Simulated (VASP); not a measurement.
Crystal: TiTe2.

```
CELL_PARAMETERS angstrom
0.00000 3.44012 3.44012
3.44012 0.00000 3.44012
3.44012 3.44012 0.00000
ATOMIC_POSITIONS crystal
Ti 0.00000 0.00000 0.00000
Te 0.25000 0.25000 0.25000
Te 0.75000 0.75000 0.75000
```

Base run:

```yaml
Program: VASP 6.6.1
Functional: LDA
Potentials_or_basis: VASP PAW LDA potentials, release 64 (Ti_sv, Te)
Cutoff: 520 eV
k_mesh: 6 × 6 × 6
Occupations: fermi-dirac, width 0.02 eV
Spin: no spin polarisation
```

Its results: band gap on the k mesh zero (band 12 reaches 7.27 eV, above the bottom of band 13 at 6.94 eV); pressure -4.8 GPa.

Task: The run is repeated on the same cell with these changes: functional from LDA to PBE; potentials or basis from VASP PAW LDA potentials, release 64 (Ti_sv, Te) to VASP PAW PBE potentials, release 64 (Ti_sv, Te). What comes out?

Result: Band gap on the k mesh zero (band 12 reaches 7.47 eV, above the bottom of band 13 at 7.16 eV); pressure -0.2 GPa.

Caveats: spin-orbit coupling is left out, which moves the levels of the heavy elements.
